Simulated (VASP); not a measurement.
Crystal: RbBH4.

```
Rb B H
1.0
     4.88362    0.00000    0.00000
     2.44181    4.22934    0.00000
     2.44181    1.40978    3.98746
Rb B H
1 1 4
Cartesian
  0.0000 0.0000 0.0000
  4.8836 2.8196 1.9937
  5.8840 3.3971 2.4021
  3.8833 3.3971 2.4021
  4.8836 2.8196 0.7686
  4.8836 1.6645 2.4021
```

| Item | Value |
| --- | --- |
| Program | VASP 6.6.1 |
| Task | relaxation of cell and atoms |
| Functional | PBEsol |
| Dispersion | D3(BJ) |
| Potentials or basis | VASP PAW PBE potentials, release 64 (Rb_sv, B, H) |
| Cutoff | 600 eV |
| k mesh | 6 × 6 × 6 |
| Occupations | gaussian, width 0.01 eV |
| Spin | no spin polarisation |

At the start: pressure -0.5 GPa; volume 13.73 Å³/atom.

How do energy, volume and symmetry change on relaxing?

Over 8 steps the energy falls by 4.8 meV/atom and the volume is 12.65 Å³/atom (-7.8 %); space group F-43m (No. 216, to 0.1 Å) before and after.

Step by step:
```csv
step,energy change (eV),largest force (eV/Å),pressure (GPa),volume (Å³)
1,0.0000,0.2069,-0.53,82.36
2,-0.0076,0.0589,-0.89,81.82
3,-0.0107,0.1106,-1.30,81.19
4,-0.0157,0.0962,-1.13,80.36
5,-0.0261,0.0567,-0.57,77.88
6,-0.0227,0.0399,0.83,73.08
7,-0.0290,0.0216,-0.06,76.00
8,-0.0290,0.0199,-0.04,75.90
```

Final structure:
```cif
data_structure
_symmetry_space_group_name_H-M 'P 1'
_symmetry_Int_Tables_number 1
_cell_length_a 4.7525
_cell_length_b 4.7525
_cell_length_c 4.7525
_cell_angle_alpha 59.998
_cell_angle_beta 59.998
_cell_angle_gamma 59.998
_cell_volume 75.90
loop_
_atom_site_label
_atom_site_type_symbol
_atom_site_fract_x
_atom_site_fract_y
_atom_site_fract_z
_atom_site_occupancy
Rb1 Rb 0.00000 0.00000 0.00000 1
B1 B 0.49999 0.49999 0.49999 1
H1 H 0.60597 0.60597 0.60597 1
H2 H 0.18215 0.60595 0.60595 1
H3 H 0.60595 0.60595 0.18215 1
H4 H 0.60595 0.18215 0.60595 1
```

Caveat: the PAW data sets were made with another functional, which shifts forces and pressure a little.
